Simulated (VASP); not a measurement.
# Be8H (P-3m1) in VASP: further runs

The runs below take Be8H through single point, relaxation of cell and atoms, with PBE.

Everything below comes from runs of VASP 6.6.1. Logs are shortened: lines on timing, memory, paths and dates and some standing lists are left out, and cuts for length are marked.

## (1) The cell of the first run

It takes space group P-3m1 (No. 164, trigonal). The conventional cell has a = 4.675 Å, b = 4.675 Å, c = 3.561 Å, α = 90.00°, β = 90.00°, γ = 120.00°. Within 2.5 Å of Be (site symmetry m) lie 1 H at 1.67 Å and 12 Be at 2.20 to 2.42 Å. Be (site symmetry 3m) has 12 Be at 2.20 to 2.34 Å and 3 H at 2.83 Å within 2.9 Å. Within 2.2 Å of H (site symmetry -3m) lie 6 Be at 1.67 Å.

## (2) Single point, PBE

Input file INCAR:

```
  PREC = Accurate
  ENCUT = 520
  EDIFF = 1E-6
  ISMEAR = 0
  SIGMA = 0.1
  LREAL = F
  LASPH = T
  NELM = 80
  ALGO = Normal
  ISIF = 2
  LWAVE = F
  LCHARG = F
  GGA = PE
  NBANDS = 18
```

Input file KPOINTS:

```
regular mesh
0
Gamma
  6 6 8
```

Input file POSCAR:

```
Be8H
1.0
    4.6748066823      0.0000000000      0.0000000000
   -2.3374033412      4.0485013447      0.0000000000
    0.0000000000      0.0000000000      3.5613602236
Be H
8 1
Direct
    0.1724017567      0.3448035134      0.2440132899
    0.1724017567      0.8275982433      0.2440132899
    0.6666666667      0.3333333333      0.2593668714
    0.6551964866      0.8275982433      0.2440132899
    0.3448035134      0.1724017567      0.7559867101
    0.3333333333      0.6666666667      0.7406331286
    0.8275982433      0.1724017567      0.7559867101
    0.8275982433      0.6551964866      0.7559867101
    0.0000000000      0.0000000000      0.5000000000
```

Potentials or basis: VASP PAW PBE potentials, release 64 (Be, H).

On the command line:

```bash
$ cat potpaw_PBE.64/Be/POTCAR potpaw_PBE.64/H/POTCAR > POTCAR
$ mpirun -np 1 vasp_std > vasp.out
```

OUTCAR:

```text
PREC = Accurate
   ENCUT = 520
   EDIFF = 1E-6
   ISMEAR = 0
   LREAL = F
   LASPH = T
   NELM = 80
   ISIF = 2
   GGA = PE

 ion  position               nearest neighbor table
   1  0.172  0.345  0.244-   6 2.20   6 2.22   7 2.23   5 2.23   4 2.26   2 2.26   7 2.30   5 2.30
                             3 2.34   3 2.34
   2  0.172  0.828  0.244-   6 2.20   6 2.22   8 2.23   5 2.23   4 2.26   1 2.26   8 2.30   5 2.30
                             3 2.34   3 2.34
   3  0.667  0.333  0.259-   7 2.20   5 2.20   8 2.20   7 2.22   5 2.22   8 2.22   1 2.34   4 2.34
                             2 2.34   2 2.34   1 2.34   4 2.34
   4  0.655  0.828  0.244-   6 2.20   6 2.22   8 2.23   7 2.23   2 2.26   1 2.26   8 2.30   7 2.30
                             3 2.34   3 2.34
   5  0.345  0.172  0.756-   3 2.20   3 2.22   1 2.23   2 2.23   7 2.26   8 2.26   1 2.30   2 2.30
                             6 2.34   6 2.34
   6  0.333  0.667  0.741-   2 2.20   4 2.20   1 2.20   2 2.22   4 2.22   1 2.22   8 2.34   5 2.34
                             7 2.34   7 2.34   8 2.34   5 2.34
   7  0.828  0.172  0.756-   3 2.20   3 2.22   1 2.23   4 2.23   5 2.26   8 2.26   1 2.30   4 2.30
                             6 2.34   6 2.34
   8  0.828  0.655  0.756-   3 2.20   3 2.22   2 2.23   4 2.23   5 2.26   7 2.26   2 2.30   4 2.30
                             6 2.34   6 2.34
   9  0.000  0.000  0.500-

  LATTYP: Found a hexagonal cell.
 ALAT       =     4.6748066823
 C/A-ratio  =     0.7618197854

  Lattice vectors:

 A1 = (   4.6748066823,   0.0000000000,   0.0000000000)
 A2 = (  -2.3374033412,   4.0485013447,   0.0000000000)
 A3 = (   0.0000000000,   0.0000000000,   3.5613602236)

Analysis of symmetry for initial positions (statically):
=====================================================================
 Subroutine PRICEL returns:
 Original cell was already a primitive cell.

 Routine SETGRP: Setting up the symmetry group for a
 hexagonal supercell.

 Subroutine GETGRP returns: Found 12 space group operations
 (whereof 12 operations were pure point group operations)
 out of a pool of 24 trial point group operations.

The static configuration has the point symmetry D_3d.

Analysis of symmetry for dynamics (positions and initial velocities):
=====================================================================
 Subroutine PRICEL returns:
 Original cell was already a primitive cell.

 Routine SETGRP: Setting up the symmetry group for a
 hexagonal supercell.

 Subroutine GETGRP returns: Found 12 space group operations
 (whereof 12 operations were pure point group operations)
 out of a pool of 24 trial point group operations.

The dynamic configuration has the point symmetry D_3d.

 Subroutine INISYM returns: Found 12 space group operations
 (whereof 12 operations are pure point group operations),
 and found     1 'primitive' translations

----------------------------------------------------------------------------------------

                                     Primitive cell

  volume of cell :      67.4022

  direct lattice vectors                    reciprocal lattice vectors
     4.674806682  0.000000000  0.000000000     0.213912589  0.123502491  0.000000000
    -2.337403341  4.048501345  0.000000000     0.000000000  0.247004982  0.000000000
     0.000000000  0.000000000  3.561360224     0.000000000  0.000000000  0.280791590

  length of vectors
     4.674806682  4.674806682  3.561360224     0.247004982  0.247004982  0.280791590

  position of ions in fractional coordinates (direct lattice)
     0.172401757  0.344803513  0.244013290
     0.172401757  0.827598243  0.244013290
     0.666666667  0.333333333  0.259366871
     0.655196487  0.827598243  0.244013290
     0.344803513  0.172401757  0.755986710
     0.333333333  0.666666667  0.740633129
     0.827598243  0.172401757  0.755986710
     0.827598243  0.655196487  0.755986710
     0.000000000  0.000000000  0.500000000

  ion indices of the primitive-cell ions
   primitive index   ion index
                 1           1
                 2           2
                 3           3
                 4           4
                 5           5
                 6           6
                 7           7
                 8           8
                 9           9

----------------------------------------------------------------------------------------

 KPOINTS: regular mesh

Automatic generation of k-mesh.
 Grid dimensions read from file:
 generate k-points for:    6    6    8

 Generating k-lattice:

  Cartesian coordinates                     Fractional coordinates (reciprocal lattice)
     0.035652098  0.020583748  0.000000000     0.166666667  0.000000000  0.000000000
     0.000000000  0.041167497  0.000000000     0.000000000  0.166666667  0.000000000
     0.000000000  0.000000000  0.035098949     0.000000000  0.000000000  0.125000000

  Length of vectors
     0.041167497  0.041167497  0.035098949

  Shift w.r.t. Gamma in fractional coordinates (k-lattice)
     0.000000000  0.000000000  0.000000000

 Subroutine IBZKPT returns following result:
 ===========================================

 Found     44 irreducible k-points:

 Following reciprocal coordinates:
            Coordinates               Weight
  0.000000  0.000000  0.000000      1.000000
  0.166667  0.000000  0.000000      6.000000
  0.333333  0.000000  0.000000      6.000000
  0.500000  0.000000  0.000000      3.000000
  0.166667  0.166667  0.000000      6.000000
  0.333333  0.166667  0.000000     12.000000
[... 16 lines left out ...]
  0.500000  0.000000  0.250000      6.000000
  0.166667  0.166667  0.250000     12.000000
 [... further k-points ...]
   k-points           NKPTS =     44   k-points in BZ     NKDIM =     44   number of bands    NBANDS=     18
   number of dos      NEDOS =    301   number of ions     NIONS =      9
   total plane-waves  NPLWV =  36288
   dimension x,y,z NGX =    36 NGY =   36 NGZ =   28
   dimension x,y,z NGXF=    72 NGYF=   72 NGZF=   56
   ions per type =               8   1
   NGX,Y,Z   is equivalent  to a cutoff of  12.80, 12.80, 13.07 a.u.
   NGXF,Y,Z  is equivalent  to a cutoff of  25.60, 25.60, 26.14 a.u.
 SYSTEM =  unknown system
   PREC   = accura    normal or accurate (medium, high low for compatibility)
   ISTART =      0    job   : 0-new  1-cont  2-samecut
   ICHARG =      2    charge: 1-file 2-atom 10-const
   ISPIN  =      1    spin polarized calculation?
   LNONCOLLINEAR =      F non collinear calculations
   LSORBIT =      F    spin-orbit coupling
   LASPH  =      T    aspherical Exc in radial PAW
   ENCUT  =  520.0 eV  38.22 Ry    6.18 a.u.   8.69  8.69  6.62*2*pi/ulx,y,z
   NELM   =     80;   NELMIN=  2; NELMDL= -5     # of ELM steps
   EDIFF  = 0.1E-05   stopping-criterion for ELM
   LREAL  =      F    real-space projection
   EDIFFG = 0.1E-04   stopping-criterion for IOM
   NSW    =      0    number of steps for IOM
   IBRION =     -1    ionic relax: 0-MD 1-quasi-New 2-CG
   NFREE  =      0    steps in history (QN), initial steepest desc. (CG)
   ISIF   =      2    stress and relaxation
   ISYM   =      2    0-nonsym 1-usesym 2-fastsym
   POTIM  = 0.5000    time-step for ionic-motion
   TEBEG  =    0.0;   TEEND  =   0.0 temperature during run
   PSTRESS=    0.0 pullay stress
   NELECT =      17.0000    total number of electrons
   NUPDOWN=      -1.0000    fix difference up-down
   EMIN   =  10.00;   EMAX   =-10.00  energy-range for DOS
   EFERMI =   0.00;   METHOD = LEGACY
   ISMEAR =     0;   SIGMA  =   0.10  broadening in eV -4-tet -1-fermi 0-gaus
   EFERMI_NEDOS =   21; number of points for ismear=-14 and -15
   IALGO  =     38    algorithm
   IMIX   =      4    mixing-type and parameters
     AMIX     =   0.40;   BMIX     =  1.00
     AMIX_MAG =   1.60;   BMIX_MAG =  1.00
  volume/ion in A,a.u.               =       7.49        50.54
  Fermi-wavevector in a.u.,A,eV,Ry     =   1.034348  1.954634 14.556533  1.069875
  Thomas-Fermi vector in A             =   2.168638
   LORBIT       =      0    0 simple, 1 ext, 2 COOP (PROOUT), +10 PAW based schemes
   GGA     = PE    functional components
   LHFCALC =     F    Hartree Fock is set to
   AEXX    =    0.0000 exact exchange contribution
   IVDW    =     0    specifies the selected vdW correction
   LEPSILON=     F    determine dielectric tensor
   LRPA    =     F    only Hartree local field effects (RPA)
 non-spin polarized calculation
 Gauss-broadening in eV      SIGMA  =   0.10
  energy-cutoff  :      520.00
  volume of cell :       67.40
 maximum number of plane-waves:      1828
 NGX is ok and might be reduce to    36
   NGX = 17   NGY = 17   NGZ = 13

 number of electron      17.0000001 magnetization

 Free energy of the ion-electron system (eV)
  ---------------------------------------------------
  ext. energy  EPLUGINS =         0.00000000
  ---------------------------------------------------
  free energy    TOTEN  =       -31.61822320 eV

  energy without entropy =      -31.60949051  energy(sigma->0) =      -31.61385685

 E-fermi :   7.2116     XC(G=0): -10.5513

 val. band max:        7.1684913990   @ k =   0.3333   0.1667   0.1250
 cond. band min:       7.2468617268   @ k =   0.0000   0.3333   0.3750
 fundamental gap:      0.0783703278
 Fermi energy:         7.2116279913

 k-point     1 :       0.0000    0.0000    0.0000
  band No.  band energies     occupation
      1      -5.3682      2.00000
      2      -0.8219      2.00000
      3       1.7765      2.00000
      4       1.7765      2.00000
      5       2.5928      2.00000
      6       3.2949      2.00000
[... 10 lines left out ...]
     17      13.2942      0.00000
     18      13.2942      0.00000

 k-point     2 :       0.1667    0.0000    0.0000
  band No.  band energies     occupation
      1      -5.2139      2.00000
      2      -1.1741      2.00000
      3       0.7494      2.00000
      4       1.3780      2.00000
      5       2.6672      2.00000
      6       3.9009      2.00000
[... 10 lines left out ...]
     17      13.2650      0.00000
     18      13.6555      0.00000

 k-point     3 :       0.3333    0.0000    0.0000
  band No.  band energies     occupation
      1      -4.8017      2.00000
      2      -2.0703      2.00000
      3       0.0028      2.00000
      4       0.9307      2.00000
      5       3.2365      2.00000
      6       5.2332      2.00000
[... 10 lines left out ...]
     17      13.5956      0.00000
     18      14.5416      0.00000

 k-point     4 :       0.5000    0.0000    0.0000
  band No.  band energies     occupation
      1      -4.4767      2.00000
      2      -2.6426      2.00000
      3      -0.1963      2.00000
      4       0.7705      2.00000
      5       4.0533      2.00000
      6       4.7648      2.00000
[... 10 lines left out ...]
     17      13.5813      0.00000
     18      13.6040      0.00000

 k-point     5 :       0.1667    0.1667    0.0000
  band No.  band energies     occupation
      1      -4.9267      2.00000
      2      -1.7063      2.00000
      3      -0.3767      2.00000
      4       1.6824      2.00000
      5       3.2030      2.00000
      6       3.8314      2.00000
[... 10 lines left out ...]
     17      13.1885      0.00000
     18      14.4120      0.00000

 k-point     6 :       0.3333    0.1667    0.0000
  band No.  band energies     occupation
      1      -4.5040      2.00000
      2      -2.3630      2.00000
      3      -1.0942      2.00000
      4       1.9042      2.00000
      5       3.9476      2.00000
      6       5.0699      2.00000
[... 307 lines left out ...]
 k-point    21 :       0.3333    0.0000    0.2500
  band No.  band energies     occupation
      1      -4.3437      2.00000
      2      -1.6284      2.00000
      3       0.2834      2.00000
      4       1.3553      2.00000
      5       1.4195      2.00000
      6       3.1868      2.00000
[... 10 lines left out ...]
     17      13.2954      0.00000
     18      15.8300      0.00000

 k-point    22 :       0.0000    0.3333    0.2500
  band No.  band energies     occupation
      1      -4.3450      2.00000
      2      -1.6030      2.00000
      3       0.2013      2.00000
      4       1.3392      2.00000
      5       1.4561      2.00000
      6       3.2038      2.00000
[... 10 lines left out ...]
     17      13.6074      0.00000
     18      15.2978      0.00000

 k-point    23 :       0.5000    0.0000    0.2500
  band No.  band energies     occupation
      1      -4.0446      2.00000
      2      -2.0984      2.00000
      3       0.1177      2.00000
      4       1.2899      2.00000
      5       1.9337      2.00000
      6       2.2150      2.00000
[... 10 lines left out ...]
     17      14.2891      0.00000
     18      14.6573      0.00000

 k-point    24 :       0.1667    0.1667    0.2500
  band No.  band energies     occupation
      1      -4.4629      2.00000
      2      -1.3436      2.00000
      3       0.1439      2.00000
      4       0.8305      2.00000
      5       2.4129      2.00000
      6       3.6984      2.00000
[... 10 lines left out ...]
     17      13.9981      0.00000
     18      14.2321      0.00000

 [... further k-points ...]
[... 5 lines left out ...]
  --------------------------------------------------------------------------------------
  -------------------------------------------------------------------------------------
  Total        0.0448906      0.0448906      0.0758787     -0.0000000     -0.0000000      0.0000000
  in kB        1.0670690      1.0670690      1.8036672     -0.0000000     -0.0000000      0.0000000
  external PRESSURE =       1.3126017 kB  Pullay stress =       0.0000000 kB

 VOLUME and BASIS-vectors are now :
 -----------------------------------------------------------------------------
  energy-cutoff  :      520.00
  volume of cell :       67.40
      direct lattice vectors                 reciprocal lattice vectors
     4.674806682  0.000000000  0.000000000     0.213912589  0.123502491  0.000000000
    -2.337403341  4.048501345  0.000000000     0.000000000  0.247004982  0.000000000
     0.000000000  0.000000000  3.561360224     0.000000000  0.000000000  0.280791590

 POSITION                                       TOTAL-FORCE (eV/Angst)
 -----------------------------------------------------------------------------------
     -0.00000      1.39594      0.86902        -0.000000      0.002312      0.000824
     -1.12849      3.35053      0.86902         0.002002     -0.001156      0.000824
      2.33740      1.34950      0.92370         0.000000      0.000000      0.002596
      1.12849      3.35053      0.86902        -0.002002     -0.001156      0.000824
      1.20892      0.69797      2.69234         0.002002      0.001156     -0.000824
     -0.00000      2.69900      2.63766         0.000000      0.000000     -0.002596
      3.46589      0.69797      2.69234        -0.002002      0.001156     -0.000824
      2.33740      2.65256      2.69234         0.000000     -0.002312     -0.000824
      0.00000      0.00000      1.78068         0.000000      0.000000      0.000000
 -----------------------------------------------------------------------------------
    total drift:                                0.000000     -0.000000      0.000000

  FREE ENERGIE OF THE ION-ELECTRON SYSTEM (eV)
  ---------------------------------------------------
  free  energy   TOTEN  =       -31.6182232006 eV

  energy  without entropy=      -31.6094905090  energy(sigma->0) =      -31.61385685
```

Wall time 25 s (1 thread of Intel Xeon Platinum 8488C (Sapphire Rapids), shared host); peak memory 0.19 GiB.

What came out:

```
Free energy            : -31.6182 eV
Pressure               : 0.1 GPa
Band gap on the k mesh : zero (an odd number of electrons rules out a gap without spin polarisation)
```

Forces in eV/Å, atoms in the order of the input:
```
Be   0.000  0.002  0.001
Be   0.002 -0.001  0.001
Be   0.000  0.000  0.003
Be  -0.002 -0.001  0.001
Be   0.002  0.001 -0.001
Be   0.000  0.000 -0.003
Be  -0.002  0.001 -0.001
Be   0.000 -0.002 -0.001
H    0.000  0.000  0.000
```

Levels at points of the mesh, in eV from the Fermi level:
```tsv
k point	band 4	band 5	band 6	band 7	band 8	band 9	band 10	band 11	band 12	band 13
(0.00, 0.00, 0.00)	-5.44	-4.62	-3.92	-3.91	-3.91	0.64	2.86	2.87	2.87	3.20
(0.50, 0.00, 0.00)	-6.44	-3.16	-2.45	-0.27	0.16	0.35	0.61	0.70	0.85	1.73
(0.00, 0.00, 0.50)	-4.25	-4.14	-4.14	-4.00	-4.00	-0.87	0.34	0.34	0.59	0.80
(0.50, 0.00, 0.50)	-7.61	-5.34	-4.54	-4.48	-4.23	1.15	2.47	2.57	2.66	5.86
```

## (3) Relaxation of cell and atoms, PBE

Input file INCAR:

```
SYSTEM = Be8H
PREC     = Accurate       ! precision mode
ENCUT    = 600            ! plane-wave cutoff, eV
EDIFF    = 1E-6           ! SCF threshold, eV
ISMEAR   = 0              ! smearing method
SIGMA    = 0.1            ! smearing width, eV
LREAL    = .FALSE.        ! projectors in reciprocal space
LASPH    = .TRUE.         ! aspherical terms in the spheres
NELM     = 100            ! most SCF steps
ALGO     = Normal         ! electronic algorithm
ISIF     = 3              ! what is computed and relaxed
LWAVE    = .FALSE.        ! write WAVECAR
LCHARG   = .FALSE.        ! write CHGCAR
GGA      = PE             ! functional
IBRION   = 2              ! ionic algorithm
NSW      = 90             ! ionic steps
EDIFFG   = -0.025         ! ionic threshold
```

Input file KPOINTS:

```
Automatic mesh
0
G
  6 6 8
  0 0 0
```

Input file POSCAR:

```
Be8H
1.0
    4.6701509660      0.0000000000      0.0000000000
   -2.3350754830      4.0444693761      0.0000000000
    0.0000000000      0.0000000000      3.5666239264
Be H
8 1
Direct
    0.1723501430      0.3447002860      0.2440741811
    0.1723501430      0.8276498570      0.2440741811
    0.6666666667      0.3333333333      0.2590883459
    0.6552997140      0.8276498570      0.2440741811
    0.3447002860      0.1723501430      0.7559258189
    0.3333333333      0.6666666667      0.7409116541
    0.8276498570      0.1723501430      0.7559258189
    0.8276498570      0.6552997140      0.7559258189
    0.0000000000      0.0000000000      0.5000000000
```

Potentials or basis: VASP PAW PBE potentials, release 64 (Be, H).

On the command line:

```bash
$ cat potpaw_PBE.64/Be/POTCAR potpaw_PBE.64/H/POTCAR > POTCAR
$ mpirun -np 1 vasp_std > vasp.out
```

It took 29 s on 1 thread of Intel Xeon Platinum 8488C (Sapphire Rapids), shared host; peak memory 0.21 GiB.

The run converged. Its results:

| Quantity | Value |
| --- | --- |
| Free energy | -31.6187 eV |
| Pressure after relaxing | 0.2 GPa |
| Largest force after relaxing | 0.012 eV/Å |
| Band gap on the k mesh | zero (an odd number of electrons rules out a gap without spin polarisation) |

Forces in eV/Å, atoms in the order of the input:
```
Be   0.000  0.007 -0.003
Be   0.006 -0.003 -0.003
Be   0.000  0.000  0.012
Be  -0.006 -0.003 -0.003
Be   0.006  0.003  0.003
Be   0.000  0.000 -0.012
Be  -0.006  0.003  0.003
Be   0.000 -0.007  0.003
H    0.000  0.000  0.000
```

Stress tensor (GPa, compression positive):
```
 0.41  0.00  0.00
 0.00  0.41  0.00
 0.00  0.00 -0.26
```

Final structure:
```
CELL_PARAMETERS angstrom
4.67015 0.00000 0.00000
-2.33508 4.04447 0.00000
0.00000 0.00000 3.56662
ATOMIC_POSITIONS crystal
Be 0.17235 0.34470 0.24407
Be 0.17235 0.82765 0.24407
Be 0.66667 0.33333 0.25909
Be 0.65530 0.82765 0.24407
Be 0.34470 0.17235 0.75593
Be 0.33333 0.66667 0.74091
Be 0.82765 0.17235 0.75593
Be 0.82765 0.65530 0.75593
H 0.00000 0.00000 0.50000
```

Levels at points of the mesh, in eV from the Fermi level:
| k point | band 5 | band 6 | band 7 | band 8 | band 9 | band 10 | band 11 | band 12 |
| --- | --- | --- | --- | --- | --- | --- | --- | --- |
| (0.00, 0.00, 0.00) | -4.65 | -3.92 | -3.92 | -3.92 | 0.59 | 2.84 | 2.85 | 2.85 |
| (0.50, 0.00, 0.00) | -3.19 | -2.48 | -0.28 | 0.16 | 0.34 | 0.62 | 0.66 | 0.82 |
| (0.00, 0.00, 0.50) | -4.15 | -4.15 | -4.01 | -4.01 | -0.87 | 0.34 | 0.34 | 0.59 |
| (0.50, 0.00, 0.50) | -5.35 | -4.55 | -4.49 | -4.24 | 1.15 | 2.47 | 2.57 | 2.66 |

Caveat: the relaxation stopped at its first step, so nothing moved.
